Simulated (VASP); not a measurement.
A run of VASP 6.6.1:

File INCAR:

```
SYSTEM = CsSmF4
ALGO = Normal ; EDIFF = 1E-6
ENCUT = 600 ; GGA = PE
GGA_COMPAT = .FALSE. ; ISIF = 2
ISMEAR = 0 ; LASPH = .TRUE.
LCHARG = .FALSE. ; LMAXMIX = 6
LREAL = .FALSE. ; LWAVE = .FALSE.
NBANDS = 33 ; NELM = 200
PREC = Accurate ; SIGMA = 0.02
```

Contents of KPOINTS:

```
k-points
0
G
  8 8 8
  0 0 0
```

POSCAR

```
CsSmF4
1.0
    0.0000000000      3.5330888100      3.5330888100
    3.5330888100      0.0000000000      3.5330888100
    3.5330888100      3.5330888100      0.0000000000
Cs Sm F
1 1 4
Direct
    0.7500000000      0.7500000000      0.7500000000
    0.0000000000      0.0000000000      0.0000000000
    0.3735608289      0.3735608289      0.3735608289
    0.8793175132      0.3735608289      0.3735608289
    0.3735608289      0.3735608289      0.8793175132
    0.3735608289      0.8793175132      0.3735608289
```

Potentials or basis: VASP PAW PBE potentials, release 64 (Cs_sv, Sm_3, F), 4f in core.

Command:

```console
$ cat potpaw_PBE.64/Cs_sv/POTCAR potpaw_PBE.64/Sm_3/POTCAR potpaw_PBE.64/F/POTCAR > POTCAR
$ mpirun -np 1 vasp_std > vasp.out
```

Hardware: 1 thread of Intel(R) Xeon(R) Platinum 8488C (Sapphire Rapids), with other jobs on the host.

Task: Estimate the wall time of this run.

Result: Run time: 100 s on 1 thread of Intel(R) Xeon(R) Platinum 8488C (Sapphire Rapids), with other jobs on the host, peak memory 0.29 GiB. Counts: scf iterations 15, k points 29.
